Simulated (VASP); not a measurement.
Crystal: HfC.

```
CELL_PARAMETERS angstrom
0.00000 2.35560 2.35560
2.35560 0.00000 2.35560
2.35560 2.35560 0.00000
ATOMIC_POSITIONS crystal
Hf 0.50000 0.50000 0.50000
C 0.00000 0.00000 0.00000
```

Base run:

```yaml
Program: VASP 6.6.1
Functional: r2SCAN
Potentials_or_basis: VASP PAW PBE potentials, release 64 (Hf_pv, C)
Cutoff: 520 eV
k_mesh: 10 × 10 × 10
Occupations: fermi-dirac, width 0.05 eV
Spin: no spin polarisation
```

Its results: band gap on the k mesh zero (band 7 reaches 6.59 eV, above the bottom of band 8 at 5.14 eV); pressure -11.3 GPa.

**Question.** The run is repeated on the same cell with these changes: functional from r2SCAN to LDA; potentials or basis from VASP PAW PBE potentials, release 64 (Hf_pv, C) to VASP PAW LDA potentials, release 64 (Hf_pv, C). What comes out?

**Answer.** Band gap on the k mesh zero (band 7 reaches 6.55 eV, above the bottom of band 8 at 5.15 eV); pressure -19.5 GPa.

Caveats: spin-orbit coupling is left out, which moves the levels of the heavy elements; the PAW data sets were made with another functional, which shifts forces and pressure a little (some runs).
